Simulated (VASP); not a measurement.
# Nb3C5 in VASP: a series of runs

Nb3C5 is run at these levels: PBE; tasks: single point.

All numbers are computed with VASP 6.6.1; they aren't measurements. Logs are shortened: lines on timing, memory, paths and dates and some standing lists are left out, and cuts for length are marked.

## Step 1: The cell of the first run

The typed cell holds 8 atoms: a = 3.023 Å, b = 3.121 Å, c = 9.139 Å, α = 89.97°, β = 89.99°, γ = 90.00°.

## Step 2: Single point, PBE

INCAR

```
PREC = Accurate
ENCUT = 520
EDIFF = 1E-6
ISMEAR = 0
SIGMA = 0.2
LREAL = F
LASPH = T
NELM = 80
ALGO = Normal
ISIF = 2
LWAVE = F
LCHARG = T
GGA = PE
LELF = T
LVHAR = T
NBANDS = 40
```

KPOINTS

```
Automatic mesh
0
Gamma
  8 8 2
```

POSCAR

```
Nb3C5
1.0
    3.0231781540     -0.0001946278      0.0000074232
    0.0001137920      3.1205262535      0.0014827554
    0.0013570694      0.0006715174      9.1393718690
Nb C
3 5
Direct
    0.3125976308      0.5003755334      0.2292998062
    0.3124001802      0.4996006378      0.7706701996
    1.3124823786      0.9999945247      0.4999992229
   -0.1873476416      0.0005023149      0.1468789855
    0.8124011430      0.4998790722      0.5844015645
    0.8125771768      0.5001152255      0.4155933322
   -0.1876108650     -0.0005102824      0.8531450120
   -0.1875000028      0.0000429741      0.0000118770
```

Potentials or basis: VASP PAW PBE potentials, release 64 (Nb_sv, C).

On the command line:

```bash
$ cat potpaw_PBE.64/Nb_sv/POTCAR potpaw_PBE.64/C/POTCAR > POTCAR
$ mpirun -np 1 vasp_std > vasp.out
```

OUTCAR:

```text
PREC = Accurate
   ENCUT = 520
   EDIFF = 1E-6
   ISMEAR = 0
   LREAL = F
   LASPH = T
   NELM = 80
   ISIF = 2
   GGA = PE

 ion  position               nearest neighbor table
   1  0.313  0.500  0.229-   6 2.28   6 2.28   4 2.30   4 2.30   4 2.30   4 2.30   3 2.92   3 2.93

   2  0.312  0.500  0.771-   5 2.28   5 2.28   7 2.30   7 2.30   7 2.30   7 2.30   3 2.92   3 2.92

   3  0.312  1.000  0.500-   6 2.31   5 2.31   6 2.31   5 2.31   5 2.31   6 2.31   5 2.31   6 2.31
                             2 2.92   2 2.92   1 2.92   1 2.93
   4  0.813  0.001  0.147-   8 1.34   1 2.30   1 2.30   1 2.30   1 2.30
   5  0.812  0.500  0.584-   6 1.54   2 2.28   2 2.28   3 2.31   3 2.31   3 2.31   3 2.31
   6  0.813  0.500  0.416-   5 1.54   1 2.28   1 2.28   3 2.31   3 2.31   3 2.31   3 2.31
   7  0.812  0.999  0.853-   8 1.34   2 2.30   2 2.30   2 2.30   2 2.30
   8  0.812  0.000  0.000-   7 1.34   4 1.34

  LATTYP: Found a triclinic cell.
 ALAT       =     9.6259745424
 B/A-ratio  =     0.3140646328
 C/A-ratio  =     0.3241777333
 COS(alpha) =     0.0000279117
 COS(beta)  =     0.0005296742
 COS(gamma) =     0.3139213261

  Lattice vectors:

 A1 = (   3.0218210846,  -0.0008661452,  -9.1393644458)
 A2 = (   3.0231781540,  -0.0001946278,   0.0000074232)
 A3 = (  -0.0001137920,  -3.1205262535,  -0.0014827554)

Analysis of symmetry for initial positions (statically):
=====================================================================
 Subroutine PRICEL returns:
 Original cell was already a primitive cell.

 Routine SETGRP: Setting up the symmetry group for a
 triclinic supercell.

 Subroutine GETGRP returns: Found  1 space group operations
 (whereof  1 operations were pure point group operations)
 out of a pool of  2 trial point group operations.

The static configuration has the point symmetry C_1 .

Analysis of symmetry for dynamics (positions and initial velocities):
=====================================================================
 Subroutine PRICEL returns:
 Original cell was already a primitive cell.

 Routine SETGRP: Setting up the symmetry group for a
 triclinic supercell.

 Subroutine GETGRP returns: Found  1 space group operations
 (whereof  1 operations were pure point group operations)
 out of a pool of  2 trial point group operations.

The dynamic configuration has the point symmetry C_1 .

 Subroutine INISYM returns: Found  1 space group operations
 (whereof  1 operations are pure point group operations),
 and found     1 'primitive' translations

[... 106 lines left out ...]
   EDIFF  = 0.1E-05   stopping-criterion for ELM
   LREAL  =      F    real-space projection
   EDIFFG = 0.1E-04   stopping-criterion for IOM
   NSW    =      0    number of steps for IOM
   IBRION =     -1    ionic relax: 0-MD 1-quasi-New 2-CG
   NFREE  =      0    steps in history (QN), initial steepest desc. (CG)
   ISIF   =      2    stress and relaxation
   ISYM   =      2    0-nonsym 1-usesym 2-fastsym
   POTIM  = 0.5000    time-step for ionic-motion
   TEBEG  =    0.0;   TEEND  =   0.0 temperature during run
   PSTRESS=    0.0 pullay stress
   NELECT =      59.0000    total number of electrons
   NUPDOWN=      -1.0000    fix difference up-down
   EMIN   =  10.00;   EMAX   =-10.00  energy-range for DOS
   EFERMI =   0.00;   METHOD = LEGACY
   ISMEAR =     0;   SIGMA  =   0.20  broadening in eV -4-tet -1-fermi 0-gaus
   EFERMI_NEDOS =   21; number of points for ismear=-14 and -15
   IALGO  =     38    algorithm
   IMIX   =      4    mixing-type and parameters
     AMIX     =   0.40;   BMIX     =  1.00
     AMIX_MAG =   1.60;   BMIX_MAG =  1.00
  volume/ion in A,a.u.               =      10.78        72.73
  Fermi-wavevector in a.u.,A,eV,Ry     =   1.442634  2.726183 28.316352  2.081193
  Thomas-Fermi vector in A             =   2.561132
   LORBIT       =      0    0 simple, 1 ext, 2 COOP (PROOUT), +10 PAW based schemes
   GGA     = PE    functional components
   LHFCALC =     F    Hartree Fock is set to
   AEXX    =    0.0000 exact exchange contribution
   IVDW    =     0    specifies the selected vdW correction
   LEPSILON=     F    determine dielectric tensor
   LRPA    =     F    only Hartree local field effects (RPA)
 non-spin polarized calculation
 Gauss-broadening in eV      SIGMA  =   0.20
  energy-cutoff  :      520.00
  volume of cell :       86.22
 maximum number of plane-waves:      2356
 NGX is ok and might be reduce to    24
   NGX = 11   NGY = 11   NGZ = 33

 number of electron      59.0000001 magnetization

 Free energy of the ion-electron system (eV)
  ---------------------------------------------------
  ext. energy  EPLUGINS =         0.00000000
  ---------------------------------------------------
  free energy    TOTEN  =       -76.55049264 eV

  energy without entropy =      -76.47830747  energy(sigma->0) =      -76.51440005

 E-fermi :  10.7212     XC(G=0): -12.4678

 val. band max:       10.7205208995   @ k =  -0.1250   0.2500   0.5000
 cond. band min:      10.7215105153   @ k =  -0.2500   0.3750   0.5000
 fundamental gap:      0.0009896158
 Fermi energy:        10.7211780367

 k-point     1 :       0.0000    0.0000    0.0000
  band No.  band energies     occupation
      1     -44.8069      2.00000
      2     -44.7872      2.00000
      3     -44.6056      2.00000
      4     -21.2190      2.00000
      5     -21.0094      2.00000
      6     -20.7796      2.00000
[... 1021 lines left out ...]
     39      15.6200      0.00000
     40      15.6708      0.00000

 [... further k-points ...]
[... 5 lines left out ...]
  --------------------------------------------------------------------------------------
  -------------------------------------------------------------------------------------
  Total       -0.2206341     -0.2277908     -0.0527542      0.0028021     -0.0089697     -0.0012905
  in kB       -4.0999201     -4.2329089     -0.9803015      0.0520704     -0.1666782     -0.0239806
  external PRESSURE =      -3.1043768 kB  Pullay stress =       0.0000000 kB

 VOLUME and BASIS-vectors are now :
 -----------------------------------------------------------------------------
  energy-cutoff  :      520.00
  volume of cell :       86.22
      direct lattice vectors                 reciprocal lattice vectors
     3.023178154 -0.000194628  0.000007423     0.330777727 -0.000012039 -0.000049115
     0.000113792  3.120526254  0.001482755     0.000020631  0.320458779 -0.000023549
     0.001357069  0.000671517  9.139371869    -0.000000272 -0.000051991  0.109416714

 POSITION                                       TOTAL-FORCE (eV/Angst)
 -----------------------------------------------------------------------------------
      0.94541      1.56153      2.09640         0.000922      0.000165      0.020485
      0.94554      1.55947      7.04418        -0.000027      0.000413     -0.013424
      0.94548      3.12078      4.57116         0.000382      0.000053     -0.001960
      2.45699      0.00151      1.34239        -0.000896     -0.000458      0.066226
      2.45688      1.56012      5.34181         0.002682     -0.000390      0.049598
      2.45719      1.56074      3.79901        -0.002745      0.000235     -0.050688
      2.45727      3.11935      7.79870        -0.000622      0.000696     -0.068430
      2.45633     -0.00002      0.00011         0.000305     -0.000714     -0.001807
 -----------------------------------------------------------------------------------
    total drift:                               -0.000002     -0.000003     -0.000174

  FREE ENERGIE OF THE ION-ELECTRON SYSTEM (eV)
  ---------------------------------------------------
  free  energy   TOTEN  =       -76.5504926359 eV

  energy  without entropy=      -76.4783074674  energy(sigma->0) =      -76.51440005
```

OSZICAR:

```text
N       E                     dE             d eps       ncg     rms          rms(c)
DAV:   1     0.617411617566E+03    0.61741E+03   -0.31314E+04  5440   0.150E+03
DAV:   2    -0.317714003025E+02   -0.64918E+03   -0.62916E+03  6632   0.576E+02
DAV:   3    -0.849701838515E+02   -0.53199E+02   -0.52252E+02  9208   0.129E+02
DAV:   4    -0.882902333776E+02   -0.33200E+01   -0.33049E+01  9200   0.268E+01
DAV:   5    -0.884211603996E+02   -0.13093E+00   -0.13074E+00  8768   0.556E+00    0.215E+01
DAV:   6    -0.769972117266E+02    0.11424E+02   -0.65218E+01  7984   0.367E+01    0.735E+00
DAV:   7    -0.767398296635E+02    0.25738E+00   -0.75595E+00  9304   0.155E+01    0.481E+00
DAV:   8    -0.765794468714E+02    0.16038E+00   -0.13193E+00  8912   0.686E+00    0.325E+00
DAV:   9    -0.765491993509E+02    0.30248E-01   -0.20850E-01  7848   0.295E+00    0.957E-01
DAV:  10    -0.765502235593E+02   -0.10242E-02   -0.41719E-02  8872   0.123E+00    0.347E-01
DAV:  11    -0.765503148237E+02   -0.91264E-04   -0.68230E-03  7936   0.456E-01    0.192E-01
DAV:  12    -0.765504813796E+02   -0.16656E-03   -0.11009E-03  8696   0.227E-01    0.619E-02
DAV:  13    -0.765504996557E+02   -0.18276E-04   -0.23173E-04  8472   0.123E-01    0.243E-02
DAV:  14    -0.765504924826E+02    0.71731E-05   -0.92101E-05  7952   0.790E-02    0.865E-03
DAV:  15    -0.765504931277E+02   -0.64507E-06   -0.10613E-05  7776   0.247E-02    0.630E-03
DAV:  16    -0.765504926359E+02    0.49180E-06   -0.13823E-06  4504   0.112E-02
   1 F= -.76550493E+02 E0= -.76514400E+02  d E =-.721852E-01
```

Wall time 5.2 min (1 thread of Intel Xeon Platinum 8488C (Sapphire Rapids), shared host); peak memory 0.3 GiB.

Results:

```
Free energy   : -76.5505 eV
Pressure      : -0.3 GPa
Largest force : 0.068 eV/Å
```

Forces on the atoms (eV/Å):
```
Nb   0.001  0.000  0.020
Nb   0.000  0.000 -0.013
Nb   0.000  0.000 -0.002
C   -0.001  0.000  0.066
C    0.003  0.000  0.050
C   -0.003  0.000 -0.051
C   -0.001  0.001 -0.068
C    0.000 -0.001 -0.002
```

Stress tensor (GPa, compression positive):
```
-0.41  0.01  0.00
 0.01 -0.42 -0.02
 0.00 -0.02 -0.10
```

Levels at points of the mesh, in eV from the Fermi level:
```
           k point  band 28  band 29  band 30  band 31  band 32  band 33
(0.00, 0.00, 0.00)    -2.57    -1.24    -0.70     1.08     1.22     1.95
(0.50, 0.00, 0.00)    -0.53    -0.47     0.32     0.65     1.08     1.55
(0.00, 0.50, 0.00)    -2.09    -0.91    -0.36     0.90     1.48     1.54
(0.50, 0.50, 0.00)    -1.79     0.77     0.94     2.03     2.07     2.92
(0.00, 0.00, 0.50)    -2.20    -1.59    -0.87     0.79     1.23     2.10
(0.50, 0.00, 0.50)    -0.61    -0.51    -0.04     0.25     1.08     1.22
(0.00, 0.50, 0.50)    -2.60    -0.94     0.16     0.49     1.66     2.00
(0.50, 0.50, 0.50)    -1.42     0.17     1.28     1.90     2.46     2.51
```

## Step 3: Single point, PBE

INCAR

```
PREC = Accurate
ENCUT = 520
EDIFF = 1E-7
ISMEAR = 0
SIGMA = 0.2
LREAL = False
LASPH = True
NELM = 60
ALGO = Normal
ISIF = 2
LWAVE = False
LCHARG = True
GGA = PE
LELF = True
LVHAR = True
NBANDS = 40
```

KPOINTS

```
regular mesh
0
Gamma
  8 8 4
```

POSCAR

```
Nb3C5
1.0
    3.0209686107      0.0000000000      0.0000000000
    0.0000000000      3.1160591011      0.0000000000
    0.0000000000      0.0000000000      9.1410993331
Nb C
3 5
Direct
    0.0000000000      0.5000000000      0.7285348831
    0.0000000000      0.5000000000      0.2714651169
    0.0000000000      0.0000000000      0.0000000000
    0.5000000000      0.0000000000      0.6470111549
    0.5000000000      0.5000000000      0.0846560670
    0.5000000000      0.5000000000      0.9153439330
    0.5000000000      1.0000000000      0.3529888451
    0.5000000000      0.0000000000      0.5000000000
```

Potentials or basis: VASP PAW PBE potentials, release 64 (Nb_sv, C).

On the command line:

```bash
$ cat potpaw_PBE.64/Nb_sv/POTCAR potpaw_PBE.64/C/POTCAR > POTCAR
$ mpirun -np 1 vasp_std > vasp.out
```

OUTCAR:

```text
PREC = Accurate
   ENCUT = 520
   EDIFF = 1E-7
   ISMEAR = 0
   LREAL = False
   LASPH = True
   NELM = 60
   ISIF = 2
   GGA = PE

 ion  position               nearest neighbor table
   1  0.000  0.500  0.729-   6 2.28   6 2.28   4 2.29   4 2.29   4 2.29   4 2.29   3 2.93   3 2.93

   2  0.000  0.500  0.271-   5 2.28   5 2.28   7 2.29   7 2.29   7 2.29   7 2.29   3 2.93   3 2.93

[... 1253 lines left out ...]
  Total        0.1117575      0.0900599     -0.4206752      0.0000000      0.0000000      0.0000000
  in kB        2.0808309      1.6768411     -7.8326221      0.0000000      0.0000000      0.0000000
  external PRESSURE =      -1.3583167 kB  Pullay stress =       0.0000000 kB

 VOLUME and BASIS-vectors are now :
 -----------------------------------------------------------------------------
  energy-cutoff  :      520.00
  volume of cell :       86.05
      direct lattice vectors                 reciprocal lattice vectors
     3.020968611  0.000000000  0.000000000     0.331019659  0.000000000  0.000000000
     0.000000000  3.116059101  0.000000000     0.000000000  0.320918175  0.000000000
     0.000000000  0.000000000  9.141099333     0.000000000  0.000000000  0.109396033

 POSITION                                       TOTAL-FORCE (eV/Angst)
 -----------------------------------------------------------------------------------
      0.00000      1.55803      6.65961         0.000000      0.000000      0.155779
      0.00000      1.55803      2.48149         0.000000      0.000000     -0.155779
      0.00000      0.00000      0.00000         0.000000      0.000000      0.000000
      1.51048      0.00000      5.91439         0.000000     -0.000000     -0.042551
      1.51048      1.55803      0.77385         0.000000      0.000000     -0.013110
      1.51048      1.55803      8.36725         0.000000      0.000000      0.013110
      1.51048      0.00000      3.22671         0.000000      0.000000      0.042551
      1.51048      0.00000      4.57055         0.000000      0.000000      0.000000
 -----------------------------------------------------------------------------------
    total drift:                                0.000000      0.000000      0.000000

  FREE ENERGIE OF THE ION-ELECTRON SYSTEM (eV)
  ---------------------------------------------------
  free  energy   TOTEN  =       -76.5447610601 eV

  energy  without entropy=      -76.4724092296  energy(sigma->0) =      -76.50858514
```

OSZICAR:

```text
N       E                     dE             d eps       ncg     rms          rms(c)
DAV:   1     0.618524670602E+03    0.61852E+03   -0.31427E+04  6000   0.150E+03
DAV:   2    -0.342759391775E+02   -0.65280E+03   -0.63180E+03  7352   0.571E+02
DAV:   3    -0.850417028456E+02   -0.50766E+02   -0.49783E+02 10024   0.129E+02
DAV:   4    -0.882660312377E+02   -0.32243E+01   -0.32038E+01 10216   0.263E+01
DAV:   5    -0.883876633504E+02   -0.12163E+00   -0.12143E+00  9520   0.539E+00    0.215E+01
DAV:   6    -0.769893278538E+02    0.11398E+02   -0.65191E+01  8744   0.367E+01    0.732E+00
DAV:   7    -0.767302800217E+02    0.25905E+00   -0.75517E+00 10296   0.154E+01    0.480E+00
DAV:   8    -0.765741682046E+02    0.15611E+00   -0.13684E+00  9680   0.693E+00    0.326E+00
DAV:   9    -0.765430916898E+02    0.31077E-01   -0.22758E-01  8608   0.298E+00    0.981E-01
DAV:  10    -0.765444883421E+02   -0.13967E-02   -0.44341E-02  9616   0.126E+00    0.347E-01
DAV:  11    -0.765445869312E+02   -0.98589E-04   -0.75653E-03  8760   0.470E-01    0.194E-01
DAV:  12    -0.765447482449E+02   -0.16131E-03   -0.11070E-03  9488   0.225E-01    0.625E-02
DAV:  13    -0.765447596129E+02   -0.11368E-04   -0.14918E-04  9256   0.949E-02    0.125E-02
DAV:  14    -0.765447615019E+02   -0.18890E-05   -0.16393E-05  9296   0.299E-02    0.788E-03
DAV:  15    -0.765447609729E+02    0.52896E-06   -0.26915E-06  9160   0.129E-02    0.203E-03
DAV:  16    -0.765447610601E+02   -0.87197E-07   -0.50161E-07  7696   0.444E-03
   1 F= -.76544761E+02 E0= -.76508585E+02  d E =-.723518E-01
```

It took 4.5 min on 1 thread of Intel Xeon Platinum 8488C (Sapphire Rapids), shared host; peak memory 0.32 GiB.

Results:

```
Free energy   : -76.5448 eV
Pressure      : -0.1 GPa
Largest force : 0.156 eV/Å
```

Forces in eV/Å, atoms in the order of the input:
```
Nb   0.000  0.000  0.156
Nb   0.000  0.000 -0.156
Nb   0.000  0.000  0.000
C    0.000  0.000 -0.043
C    0.000  0.000 -0.013
C    0.000  0.000  0.013
C    0.000  0.000  0.043
C    0.000  0.000  0.000
```

Levels at points of the mesh, in eV from the Fermi level:
```
           k point  band 26  band 27  band 28  band 29  band 30  band 31  band 32  band 33  band 34  band 35
(0.00, 0.00, 0.00)    -2.75    -2.62    -2.59    -1.26    -0.73     1.10     1.24     1.99     2.11     2.12
(0.50, 0.00, 0.00)    -2.85    -2.74    -0.57    -0.44     0.29     0.64     1.09     1.55     1.59     3.01
(0.00, 0.50, 0.00)    -2.81    -2.61    -2.13    -0.89    -0.33     0.89     1.49     1.53     2.18     2.35
(0.50, 0.50, 0.00)    -3.72    -3.69    -1.78     0.75     0.92     2.02     2.06     2.92     3.65     3.78
(0.00, 0.00, 0.50)    -2.66    -2.44    -2.19    -1.60    -0.89     0.81     1.24     2.10     2.23     2.27
(0.50, 0.00, 0.50)    -3.04    -2.13    -0.62    -0.48    -0.04     0.22     1.10     1.23     2.42     3.00
(0.00, 0.50, 0.50)    -3.02    -3.01    -2.59    -0.93     0.18     0.50     1.66     1.99     1.99     2.07
(0.50, 0.50, 0.50)    -3.92    -3.32    -1.42     0.17     1.26     1.89     2.46     2.48     3.59     3.74
```

## Step 4: Single point, PBE

INCAR

```
SYSTEM = Nb3C5
PREC = Accurate
ENCUT = 520
EDIFF = 1E-7
ISMEAR = 0
SIGMA = 0.2
LREAL = .FALSE.
LASPH = .TRUE.
NELM = 100
ALGO = Normal
ISIF = 2
LWAVE = .FALSE.
LCHARG = .FALSE.
GGA = PE
NBANDS = 40
```

KPOINTS

```
Automatic mesh
0
G
  8 8 4
  0 0 0
```

POSCAR

```
Nb3C5
1.0
    3.0237169929      0.0000134999      0.0001869245
    0.0000111041      3.1198299504      0.0022366524
    0.0005820703      0.0066884420      9.1399105990
Nb C
3 5
Direct
    0.0000521039      0.5009075755      0.7294607710
   -0.0000536573      0.4990877536      0.2705385833
   -0.0000020767     -0.0000007612      0.0000000312
    0.5000789019      0.0011794966      0.6468759910
    0.4999756932      0.4996700498      0.0842816422
    0.5000212674      0.5003244229      0.9157205356
    0.4999189179      0.9988188649      0.3531231219
    0.5000088499      0.0000125980      0.4999993239
```

On the command line:

```bash
$ cat potpaw_PBE.64/Nb_sv/POTCAR potpaw_PBE.64/C/POTCAR > POTCAR
$ mpirun -np 1 vasp_std > vasp.out
```

Wall time 3.3 min (1 thread of Intel Xeon 6975P-C (Granite Rapids), shared host); peak memory 0.43 GiB.

Results (log left out):

* Free energy: -76.5461 eV
* Pressure: -0.3 GPa
* Largest force: 0.051 eV/Å

Forces on the atoms (eV/Å):
```
Nb   0.000  0.000  0.019
Nb   0.000  0.000 -0.019
Nb   0.000  0.000  0.000
C    0.000  0.001  0.051
C    0.000  0.000  0.044
C    0.000  0.000 -0.044
C    0.000  0.000 -0.051
C    0.000  0.000  0.000
```

Stress tensor (GPa, compression positive):
```
-0.39  0.00 -0.01
 0.00 -0.40 -0.06
-0.01 -0.06  0.01
```

Levels at points of the mesh, in eV from the Fermi level:
| k point | band 27 | band 28 | band 29 | band 30 | band 31 | band 32 | band 33 | band 34 |
| --- | --- | --- | --- | --- | --- | --- | --- | --- |
| (0.00, 0.00, 0.00) | -2.62 | -2.57 | -1.24 | -0.71 | 1.08 | 1.22 | 1.94 | 2.10 |
| (0.50, 0.00, 0.00) | -2.74 | -0.53 | -0.47 | 0.33 | 0.64 | 1.08 | 1.55 | 1.55 |
| (0.00, 0.50, 0.00) | -2.62 | -2.09 | -0.91 | -0.37 | 0.89 | 1.47 | 1.54 | 2.21 |
| (0.50, 0.50, 0.00) | -3.66 | -1.79 | 0.76 | 0.94 | 2.02 | 2.05 | 2.92 | 3.63 |
| (0.00, 0.00, 0.50) | -2.45 | -2.20 | -1.59 | -0.88 | 0.79 | 1.22 | 2.10 | 2.18 |
| (0.50, 0.00, 0.50) | -2.11 | -0.61 | -0.51 | -0.05 | 0.26 | 1.07 | 1.22 | 2.45 |
| (0.00, 0.50, 0.50) | -2.97 | -2.61 | -0.94 | 0.15 | 0.48 | 1.66 | 2.00 | 2.01 |
| (0.50, 0.50, 0.50) | -3.31 | -1.43 | 0.17 | 1.28 | 1.89 | 2.45 | 2.50 | 3.56 |

## Step 5: Overview

| cell | k mesh | gap on the mesh (eV) | pressure (GPa) | largest force (eV/Å) |
| --- | --- | --- | --- | --- |
| a = 3.023, b = 3.121, c = 9.139 Å, 8 atoms | 8 × 8 × 2 | none | -0.3 | 0.07 |
| a = 3.021, b = 3.116, c = 9.141 Å, 8 atoms | 8 × 8 × 4 | none | -0.1 | 0.16 |
| a = 3.024, b = 3.120, c = 9.140 Å, angles 89.9, 90.0, 90.0°, 8 atoms | 8 × 8 × 4 | none | -0.3 | 0.05 |

Alike in all rows: task single point; level PBE; potentials or basis VASP PAW PBE potentials, release 64 (Nb_sv, C); no spin polarisation; cutoff (eV) 520; smearing gaussian 0.2 eV.

Absolute energies hang on the potentials; compare differences alone.
